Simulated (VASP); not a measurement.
The system is Sb.

```
Sb
1.0
     2.15420    1.24373    3.75800
    -2.15420    1.24373    3.75800
     0.00000   -2.48746    3.75800
Sb
2
Cartesian
  0.0000 0.0000 2.6324
  0.0000 0.0000 8.6416
```

```yaml
Program: VASP 6.6.1
Task: relaxation of cell and atoms
Functional: PBEsol
Potentials_or_basis: VASP PAW PBE potentials, release 64 (Sb)
Cutoff: 500 eV
k_mesh: 7 × 7 × 7
Occupations: gaussian, width 0.05 eV
Spin: no spin polarisation
```

At the start: pressure 0.2 GPa; volume 30.21 Å³/atom.

Task: How do energy, volume and symmetry change on relaxing?

Result: Over 5 steps the energy falls by 2.7 meV/atom and the volume is 29.97 Å³/atom (-0.8 %); space group R-3m (No. 166, to 0.1 Å) before and after.

Step by step:
```tsv
step	energy change (eV)	largest force (eV/Å)	pressure (GPa)	volume (Å³)
1	0.0000	0.1522	0.24	60.41
2	-0.0024	0.0545	-0.39	60.81
3	-0.0024	0.0368	-0.51	60.89
4	-0.0044	0.0246	-0.30	60.48
5	-0.0054	0.0088	0.00	59.94
```

Final structure:
```yaml
crystal:
  lattice:
    - [2.16628, 1.25070, 3.68749]
    - [-2.16628, 1.25070, 3.68749]
    - [0.00000, -2.50141, 3.68749]
  atoms:
    - { symbol: Sb, position: [0.23545, 0.23545, 0.23545] }
    - { symbol: Sb, position: [0.76455, 0.76455, 0.76455] }
```

Caveat: the PAW data sets were made with another functional, which shifts forces and pressure a little.
